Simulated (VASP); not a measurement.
# LiCl (Fm-3m) in VASP: further runs

The runs below take LiCl through elastic constants, with LDA.

Program: VASP 6.6.1. These are calculated values, not measurements. Logs are shortened: lines on timing, memory, paths and dates and some standing lists are left out, and cuts for length are marked.

**1. The cell of the first run**

It takes space group Fm-3m (No. 225, cubic). The conventional cell has a = 4.804 Å, b = 4.804 Å, c = 4.804 Å, α = 90.00°, β = 90.00°, γ = 90.00°. Li (site symmetry m-3m) has 6 Cl at 2.40 Å within 3.2 Å. Cl (site symmetry m-3m) has 6 Li at 2.40 Å within 3.2 Å.

**2. Elastic constants, LDA**

The input, INCAR:

```
SYSTEM = LiCl
  PREC = Accurate
  ENCUT = 600
  EDIFF = 1E-8
  ISMEAR = 0
  SIGMA = 0.01
  LREAL = .False.
  LASPH = .True.
  NELM = 100
  ALGO = Normal
  ISIF = 3
  LWAVE = .False.
  LCHARG = .False.
  GGA = CA
  IBRION = 6
  NFREE = 2
  POTIM = 0.015
  NSW = 1
```

The input, KPOINTS:

```
Automatic mesh
0
Gamma
  8 8 8
  0 0 0
```

The input, POSCAR:

```
LiCl
1.0
    0.0000000000      2.4019918452      2.4019918452
    2.4019918452      0.0000000000      2.4019918452
    2.4019918452      2.4019918452      0.0000000000
Li Cl
1 1
Direct
    0.0000000000      0.0000000000      0.0000000000
    0.5000000000      0.5000000000      0.5000000000
```

Potentials or basis: VASP PAW LDA potentials, release 64 (Li_sv, Cl).

Command:

```console
$ cat potpaw_LDA.64/Li_sv/POTCAR potpaw_LDA.64/Cl/POTCAR > POTCAR
$ mpirun -np 1 vasp_std > vasp.out
```

OUTCAR:

```text
SYSTEM = LiCl
   PREC = Accurate
   ENCUT = 600
   EDIFF = 1E-8
   ISMEAR = 0
   LREAL = .False.
   LASPH = .True.
   NELM = 100
   ISIF = 3
   GGA = CA
   IBRION = 6
   NFREE = 2
   POTIM = 0.015
   NSW = 1

 ion  position               nearest neighbor table
   1  0.000  0.000  0.000-   2 2.40   2 2.40   2 2.40   2 2.40   2 2.40   2 2.40
   2  0.500  0.500  0.500-   1 2.40   1 2.40   1 2.40   1 2.40   1 2.40   1 2.40

  LATTYP: Found a face centered cubic cell.
 ALAT       =     4.8039836904

  Lattice vectors:

 A1 = (   0.0000000000,   2.4019918452,   2.4019918452)
 A2 = (   2.4019918452,   0.0000000000,   2.4019918452)
 A3 = (   2.4019918452,   2.4019918452,   0.0000000000)

Analysis of symmetry for initial positions (statically):
=====================================================================
 Subroutine PRICEL returns:
 Original cell was already a primitive cell.

 Routine SETGRP: Setting up the symmetry group for a
 face centered cubic supercell.

 Subroutine GETGRP returns: Found 48 space group operations
 (whereof 48 operations were pure point group operations)
 out of a pool of 48 trial point group operations.

The static configuration has the point symmetry O_h .

Analysis of symmetry for dynamics (positions and initial velocities):
=====================================================================
 Subroutine PRICEL returns:
 Original cell was already a primitive cell.

 Routine SETGRP: Setting up the symmetry group for a
 face centered cubic supercell.

 Subroutine GETGRP returns: Found 48 space group operations
 (whereof 48 operations were pure point group operations)
 out of a pool of 48 trial point group operations.

The dynamic configuration has the point symmetry O_h .

 Subroutine INISYM returns: Found 48 space group operations
 (whereof 48 operations are pure point group operations),
 and found     1 'primitive' translations

----------------------------------------------------------------------------------------

                                     Primitive cell

  volume of cell :      27.7169

  direct lattice vectors                    reciprocal lattice vectors
     0.000000000  2.401991845  2.401991845    -0.208160573  0.208160573  0.208160573
     2.401991845  0.000000000  2.401991845     0.208160573 -0.208160573  0.208160573
     2.401991845  2.401991845  0.000000000     0.208160573  0.208160573 -0.208160573

  length of vectors
     3.396929444  3.396929444  3.396929444     0.360544689  0.360544689  0.360544689

  position of ions in fractional coordinates (direct lattice)
     0.000000000  0.000000000  0.000000000
     0.500000000  0.500000000  0.500000000

  ion indices of the primitive-cell ions
   primitive index   ion index
                 1           1
                 2           2

----------------------------------------------------------------------------------------

 KPOINTS: Automatic mesh

Automatic generation of k-mesh.
 Grid dimensions read from file:
 generate k-points for:    8    8    8

 Generating k-lattice:

  Cartesian coordinates                     Fractional coordinates (reciprocal lattice)
    -0.026020072  0.026020072  0.026020072     0.125000000  0.000000000  0.000000000
     0.026020072 -0.026020072  0.026020072     0.000000000  0.125000000  0.000000000
     0.026020072  0.026020072 -0.026020072     0.000000000  0.000000000  0.125000000

  Length of vectors
[... 102 lines left out ...]
  free energy    TOTEN  =        -8.05440593 eV

  energy without entropy =       -8.05440593  energy(sigma->0) =       -8.05440593

------------------------ aborting loop because EDIFF is reached ----------------------------------------

  FORCE on cell =-STRESS in cart. coord.  units (eV):
  Direction    XX          YY          ZZ          XY          YZ          ZX
  --------------------------------------------------------------------------------------
  -------------------------------------------------------------------------------------
  Total        0.8496790      0.8496790      0.8496790      0.0000000      0.0000000     -0.0000000
  in kB       49.1157614     49.1157614     49.1157614      0.0000000      0.0000000     -0.0000000
  external PRESSURE =      49.1157614 kB  Pullay stress =       0.0000000 kB
[... 89 lines left out ...]
  FREE ENERGIE OF THE ION-ELECTRON SYSTEM (eV)
  ---------------------------------------------------
  free  energy   TOTEN  =        -8.0391777744 eV

  energy  without entropy=       -8.0391777744  energy(sigma->0) =       -8.03917777

 E-fermi :   2.0924     XC(G=0):  -9.9566

 val. band max:        2.0386202296   @ k =   0.0000   0.0000   0.0000
 cond. band min:       8.5968444298   @ k =   0.5000   0.0000   0.0000
 fundamental gap:      6.5582242003
 Fermi energy:         2.0924306483

 k-point     1 :       0.0000    0.0000    0.0000
  band No.  band energies     occupation
      1     -40.2695      2.00000
      2     -12.0662      2.00000
      3       1.9898      2.00000
      4       1.9898      2.00000
      5       2.0386      2.00000
      6       9.2198      0.00000
      7      13.7644      0.00000
      8      13.9108      0.00000
      9      13.9108      0.00000
[... 265 lines left out ...]
 k-point    24 :      -0.3750    0.2500    0.1250
  band No.  band energies     occupation
      1     -40.2599      2.00000
      2     -11.0084      2.00000
      3      -1.3995      2.00000
      4       0.1760      2.00000
      5       1.1992      2.00000
      6      10.3020      0.00000
      7      11.3146      0.00000
      8      12.6575      0.00000
      9      14.7361      0.00000

 [... further k-points ...]

[... ionic steps 4 to 14 ...]

--------------------------------------- Ionic step       15  -------------------------------------------

 number of electron      10.0000004 magnetization

------------------------ aborting loop because EDIFF is reached ----------------------------------------
[... 67 lines left out ...]
--------------------------------------- Ionic step       17  -------------------------------------------

 number of electron      10.0000006 magnetization

 Free energy of the ion-electron system (eV)
  ---------------------------------------------------
  ext. energy  EPLUGINS =         0.00000000
  ---------------------------------------------------
  free energy    TOTEN  =        -8.05419259 eV

  energy without entropy =       -8.05419259  energy(sigma->0) =       -8.05419259

 E-fermi :   2.2142     XC(G=0): -10.0236

 val. band max:        2.1500582711   @ k =   0.0000   0.0000   0.0000
 cond. band min:       8.7558619470   @ k =   0.5000   0.0000   0.0000
 fundamental gap:      6.6058036759
 Fermi energy:         2.2142141356

 k-point     1 :       0.0000    0.0000    0.0000
  band No.  band energies     occupation
      1     -40.1200      2.00000
      2     -11.9939      2.00000
      3       2.1497      2.00000
      4       2.1501      2.00000
      5       2.1501      2.00000
      6       9.4787      0.00000
      7      14.0066      0.00000
      8      14.0066      0.00000
      9      14.0081      0.00000
[... 305 lines left out ...]
  FREE ENERGIE OF THE ION-ELECTRON SYSTEM (eV)
  ---------------------------------------------------
  free  energy   TOTEN  =        -8.0541925869 eV

  energy  without entropy=       -8.0541925869  energy(sigma->0) =       -8.05419259

 INTERNAL STRAIN TENSORS FROM STRAINED CELLS
 ============================================

 INTERNAL STRAIN TENSOR FOR ION    1 for displacements in x,y,z  (eV/Angst):
          X           Y           Z          XY          YZ          ZX
  --------------------------------------------------------------------------------
  x     0.00000    -0.00000    -0.00000     0.00000     0.00000     0.00000
  y    -0.00000    -0.00000     0.00000    -0.00000     0.00000     0.00000
  z     0.00000     0.00000    -0.00000     0.00000    -0.00000     0.00000

 INTERNAL STRAIN TENSORS FROM DISPLACED ATOMS
 ============================================

 INTERNAL STRAIN TENSOR FOR ION    1 for displacements in x,y,z  (eV/Angst):
          X           Y           Z          XY          YZ          ZX
  --------------------------------------------------------------------------------
  x     0.00000     0.00000     0.00000     0.00000     0.00000     0.00000
  y     0.00000     0.00000     0.00000     0.00000     0.00000     0.00000
  z     0.00000     0.00000     0.00000     0.00000     0.00000     0.00000

 INTERNAL STRAIN TENSOR FOR ION    2 for displacements in x,y,z  (eV/Angst):
          X           Y           Z          XY          YZ          ZX
  --------------------------------------------------------------------------------
  x     0.00000     0.00000     0.00000     0.00000     0.00000     0.00000
  y     0.00000     0.00000     0.00000     0.00000     0.00000     0.00000
  z     0.00000     0.00000     0.00000     0.00000     0.00000     0.00000

 Eigenvectors and eigenvalues of the dynamical matrix
 ----------------------------------------------------

   1 f  =    8.895414 THz    55.891537 2PiTHz  296.719085 cm-1    36.788461 meV
             X         Y         Z           dx          dy          dz
      0.000000  0.000000  0.000000     0.000000    0.914004    0.000000
      2.401992  2.401992  2.401992     0.000000   -0.405706    0.000000
[... 21 lines left out ...]
   6 f/i=    0.005848 THz     0.036746 2PiTHz    0.195078 cm-1     0.024187 meV
             X         Y         Z           dx          dy          dz
      0.000000  0.000000  0.000000     0.000000   -0.405706    0.000000
      2.401992  2.401992  2.401992     0.000000   -0.914004    0.000000

--------------------------------------------------------------------------------------------------------

 ELASTIC MODULI CONTR FROM IONIC RELAXATION (kBar)
 Direction    XX          YY          ZZ          XY          YZ          ZX
 --------------------------------------------------------------------------------
 XX           0.0000      0.0000      0.0000      0.0000      0.0000      0.0000
 YY           0.0000      0.0000      0.0000      0.0000      0.0000      0.0000
 ZZ           0.0000      0.0000      0.0000      0.0000      0.0000      0.0000
 XY           0.0000      0.0000      0.0000      0.0000      0.0000      0.0000
 YZ           0.0000      0.0000      0.0000      0.0000      0.0000      0.0000
 ZX           0.0000      0.0000      0.0000      0.0000      0.0000      0.0000
 --------------------------------------------------------------------------------

 TOTAL ELASTIC MODULI (kBar)
 Direction    XX          YY          ZZ          XY          YZ          ZX
 --------------------------------------------------------------------------------
 XX        1160.7273    265.0948    265.0948     -0.0000      0.0000      0.0000
 YY         265.0948   1160.7273    265.0948     -0.0000     -0.0000      0.0000
 ZZ         265.0948    265.0948   1160.7273      0.0000      0.0000      0.0000
 XY          -0.0000     -0.0000      0.0000    339.6242      0.0000      0.0000
 YZ           0.0000     -0.0000      0.0000      0.0000    339.6242      0.0000
 ZX           0.0000      0.0000      0.0000      0.0000      0.0000    339.6242
 --------------------------------------------------------------------------------
```

It took 2 min on 1 thread of Intel Xeon 6975P-C (Granite Rapids), shared host; peak memory 0.21 GiB.

Results:

```yaml
Elastic_constants_C11_C12_C44: 116, 27, 34 GPa
Voigt_bulk_modulus: 56 GPa
Highest_phonon_frequency_at_Γ_LO-TO_splitting_left_out: 297 cm⁻¹
```

Phonon frequencies in cm⁻¹ (negative: imaginary):
```
              q point        frequencies
(0.000, 0.000, 0.000)  0 0 0 297 297 297
```

Elastic tensor in Voigt notation (GPa, in the Cartesian axes of the cell as first typed):
```
116  27  27   0   0   0
 27 116  27   0   0   0
 27  27 116   0   0   0
  0   0   0  34   0   0
  0   0   0   0  34   0
  0   0   0   0   0  34
```

Clamped-ion elastic tensor (GPa):
```
116  27  27   0   0   0
 27 116  27   0   0   0
 27  27 116   0   0   0
  0   0   0  34   0   0
  0   0   0   0  34   0
  0   0   0   0   0  34
```

Caveat: the cell is under stress, which shifts elastic constants; the cutoff is under 1.25 times the usual one of these potentials, so pressure, stress and relaxed cells hold a basis-set (Pulay) error.

**3. Elastic constants, LDA**

This run uses another cell than the first one, of 15.29 Å³/atom.

The input, INCAR:

```
ALGO = Normal
EDIFF = 1E-8
ENCUT = 600
GGA = CA
IBRION = 6
ISIF = 3
ISMEAR = 0
LASPH = T
LCHARG = F
LREAL = F
LWAVE = F
NBANDS = 12
NELM = 100
NFREE = 2
NSW = 1
POTIM = 0.015
PREC = Accurate
SIGMA = 0.01
```

The input, KPOINTS:

```
k-points
0
Gamma
  8 8 8
```

The input, POSCAR:

```
LiCl
1.0
    0.0000000000      2.4820641638      2.4820641638
    2.4820641638      0.0000000000      2.4820641638
    2.4820641638      2.4820641638      0.0000000000
Li Cl
1 1
Direct
    0.0000000000      0.0000000000      0.0000000000
    0.5000000000      0.5000000000      0.5000000000
```

Potentials or basis: VASP PAW LDA potentials, release 64 (Li_sv, Cl).

Command:

```console
$ cat potpaw_LDA.64/Li_sv/POTCAR potpaw_LDA.64/Cl/POTCAR > POTCAR
$ mpirun -np 1 vasp_std > vasp.out
```

It took 2.8 min on 1 thread of Intel Xeon 6975P-C (Granite Rapids), shared host; peak memory 0.23 GiB.

Results (log left out):

```yaml
Elastic_constants_C11_C12_C44: 76, 23, 28 GPa
Voigt_bulk_modulus: 41 GPa
Highest_phonon_frequency_at_Γ_LO-TO_splitting_left_out: 228 cm⁻¹
```

Phonon frequencies in cm⁻¹ (negative: imaginary):
```tsv
q point	frequencies
(0.000, 0.000, 0.000)	0 0 0 228 228 228
```

Elastic tensor in Voigt notation (GPa, in the Cartesian axes of the cell as first typed):
```
76 23 23  0  0  0
23 76 23  0  0  0
23 23 76  0  0  0
 0  0  0 28  0  0
 0  0  0  0 28  0
 0  0  0  0  0 28
```

Clamped-ion elastic tensor (GPa):
```
76 23 23  0  0  0
23 76 23  0  0  0
23 23 76  0  0  0
 0  0  0 28  0  0
 0  0  0  0 28  0
 0  0  0  0  0 28
```

Caveat: the cutoff is under 1.25 times the usual one of these potentials, so pressure, stress and relaxed cells hold a basis-set (Pulay) error.

**4. Elastic constants, LDA**

This run uses another cell than the first one, of 15.29 Å³/atom.

The input, INCAR:

```
SYSTEM = LiCl
  ALGO = Normal
  EDIFF = 1E-8
  ENCUT = 600
  IBRION = 6
  ISIF = 3
  ISMEAR = 0
  LASPH = .True.
  LCHARG = .False.
  LREAL = .False.
  LWAVE = .False.
  NELM = 80
  NFREE = 2
  NSW = 1
  POTIM = 0.015
  PREC = Accurate
  SIGMA = 0.01
```

The input, KPOINTS:

```
k-points
0
Gamma
  8 8 8
  0 0 0
```

POSCAR is that of step 3.

Potentials or basis: VASP PAW LDA potentials, release 64 (Li_sv, Cl).

Command:

```console
$ cat potpaw_LDA.64/Li_sv/POTCAR potpaw_LDA.64/Cl/POTCAR > POTCAR
$ mpirun -np 1 vasp_std > vasp.out
```

OUTCAR:

```text
SYSTEM = LiCl
   EDIFF = 1E-8
   ENCUT = 600
   IBRION = 6
   ISIF = 3
   ISMEAR = 0
   LASPH = .True.
   LREAL = .False.
   NELM = 80
   NFREE = 2
   NSW = 1
   POTIM = 0.015
   PREC = Accurate

 ion  position               nearest neighbor table
   1  0.000  0.000  0.000-   2 2.48   2 2.48   2 2.48   2 2.48   2 2.48   2 2.48
   2  0.500  0.500  0.500-   1 2.48   1 2.48   1 2.48   1 2.48   1 2.48   1 2.48

  LATTYP: Found a face centered cubic cell.
 ALAT       =     4.9641283276

  Lattice vectors:

 A1 = (   0.0000000000,   2.4820641638,   2.4820641638)
 A2 = (   2.4820641638,   0.0000000000,   2.4820641638)
 A3 = (   2.4820641638,   2.4820641638,   0.0000000000)

[... 712 lines left out ...]
          X           Y           Z          XY          YZ          ZX
  --------------------------------------------------------------------------------
  x     0.00000     0.00000     0.00000     0.00000     0.00000     0.00000
  y     0.00000     0.00000     0.00000     0.00000     0.00000     0.00000
  z     0.00000     0.00000     0.00000     0.00000     0.00000     0.00000

 INTERNAL STRAIN TENSOR FOR ION    2 for displacements in x,y,z  (eV/Angst):
          X           Y           Z          XY          YZ          ZX
  --------------------------------------------------------------------------------
  x     0.00000     0.00000     0.00000     0.00000     0.00000     0.00000
  y     0.00000     0.00000     0.00000     0.00000     0.00000     0.00000
  z     0.00000     0.00000     0.00000     0.00000     0.00000     0.00000

 Eigenvectors and eigenvalues of the dynamical matrix
 ----------------------------------------------------

   1 f  =    6.818272 THz    42.840469 2PiTHz  227.433087 cm-1    28.198096 meV
             X         Y         Z           dx          dy          dz
      0.000000  0.000000  0.000000     0.000000    0.909185    0.087252
      2.482064  2.482064  2.482064     0.000000   -0.405285   -0.038894
[... 21 lines left out ...]
   6 f/i=    0.006277 THz     0.039442 2PiTHz    0.209391 cm-1     0.025961 meV
             X         Y         Z           dx          dy          dz
      0.000000  0.000000  0.000000     0.000000   -0.405756    0.033631
      2.482064  2.482064  2.482064     0.000000   -0.910241    0.075445

--------------------------------------------------------------------------------------------------------

 ELASTIC MODULI CONTR FROM IONIC RELAXATION (kBar)
 Direction    XX          YY          ZZ          XY          YZ          ZX
 --------------------------------------------------------------------------------
 XX           0.0000      0.0000      0.0000      0.0000      0.0000      0.0000
 YY           0.0000      0.0000      0.0000      0.0000      0.0000      0.0000
 ZZ           0.0000      0.0000      0.0000      0.0000      0.0000      0.0000
 XY           0.0000      0.0000      0.0000      0.0000      0.0000      0.0000
 YZ           0.0000      0.0000      0.0000      0.0000      0.0000      0.0000
 ZX           0.0000      0.0000      0.0000      0.0000      0.0000      0.0000
 --------------------------------------------------------------------------------

 TOTAL ELASTIC MODULI (kBar)
 Direction    XX          YY          ZZ          XY          YZ          ZX
 --------------------------------------------------------------------------------
 XX         764.4909    228.2622    228.2622     -0.0000     -0.0000      0.0000
 YY         228.2622    764.4909    228.2622      0.0000      0.0000      0.0000
 ZZ         228.2622    228.2622    764.4909      0.0000      0.0000      0.0000
 XY          -0.0000      0.0000      0.0000    282.0248      0.0000      0.0000
 YZ          -0.0000      0.0000      0.0000      0.0000    282.0248      0.0000
 ZX           0.0000      0.0000      0.0000      0.0000      0.0000    282.0248
 --------------------------------------------------------------------------------
```

OSZICAR:

```text
N       E                     dE             d eps       ncg     rms          rms(c)
DAV:   1     0.475425963460E+02    0.47543E+02   -0.48116E+03   522   0.114E+03
DAV:   2    -0.599761119251E+01   -0.53540E+02   -0.52053E+02   670   0.178E+02
DAV:   3    -0.813202737106E+01   -0.21344E+01   -0.21315E+01   686   0.424E+01
DAV:   4    -0.816559991454E+01   -0.33573E-01   -0.33541E-01   802   0.534E+00
[... 181 lines left out ...]
DAV:   5    -0.809579333389E+01   -0.59011E-06   -0.28673E-05  1180   0.447E-02    0.101E-02
DAV:   6    -0.809579223850E+01    0.10954E-05   -0.32537E-06  1325   0.148E-02    0.300E-03
DAV:   7    -0.809579216808E+01    0.70415E-07   -0.14280E-06  1220   0.822E-03    0.220E-03
DAV:   8    -0.809579214291E+01    0.25171E-07   -0.25274E-07  1138   0.374E-03    0.359E-04
DAV:   9    -0.809579214415E+01   -0.12376E-08   -0.14172E-08   906   0.955E-04
  17 F= -.80957921E+01 E0= -.80957921E+01  d E =-.225124E-34
```

Run time: 2 min. Hardware: 1 thread of Intel Xeon 6975P-C (Granite Rapids), shared host; peak memory 0.21 GiB.

Results:

| Quantity | Value |
| --- | --- |
| Elastic constants C11, C12, C44 | 76, 23, 28 GPa |
| Voigt bulk modulus | 41 GPa |
| Highest phonon frequency at Γ, LO-TO splitting left out | 227 cm⁻¹ |

Phonon frequencies in cm⁻¹ (negative: imaginary):
```tsv
q point	frequencies
(0.000, 0.000, 0.000)	0 0 0 227 227 227
```

Elastic tensor in Voigt notation (GPa, in the Cartesian axes of the cell as first typed):
```
76 23 23  0  0  0
23 76 23  0  0  0
23 23 76  0  0  0
 0  0  0 28  0  0
 0  0  0  0 28  0
 0  0  0  0  0 28
```

Clamped-ion elastic tensor (GPa):
```
76 23 23  0  0  0
23 76 23  0  0  0
23 23 76  0  0  0
 0  0  0 28  0  0
 0  0  0  0 28  0
 0  0  0  0  0 28
```

Caveat: the cutoff is under 1.25 times the usual one of these potentials, so pressure, stress and relaxed cells hold a basis-set (Pulay) error.
